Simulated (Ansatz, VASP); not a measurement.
Mg in VASP and in Ansatz

```
Mg
1.0
    -1.69440    1.69440    1.69805
     1.69440   -1.69440    1.69805
     1.69440    1.69440   -1.69805
Mg
1
Direct
  0.00000 0.00000 0.00000
```

Alike in both runs: task single point; functional PBEsol; k mesh 18 × 18 × 18; occupations gaussian, width 0.15 eV; no spin polarisation.

```csv
,VASP,Ansatz
version,VASP 6.6.1,Ansatz 0.2.0
potentials or method,"VASP PAW PBE potentials, release 64 (Mg), cutoff 520 eV","scalar-relativistic, plane waves, PAW"
valence electrons in the cell,2,10
```

|  | VASP | Ansatz | Ansatz less VASP |
| --- | --- | --- | --- |
| gap on the k mesh at the Fermi level (eV) | none | none | - |
| pressure (GPa) | 6.9 | 6.9 | -0.03 |

VASP's potentials were made for PBE, not for PBEsol. A gap of «none» marks a metal or a gap that the smearing closes. VASP's potentials hold 2 valence electrons a cell and Ansatz's 10, so a difference there can come from the potentials and not from the codes.
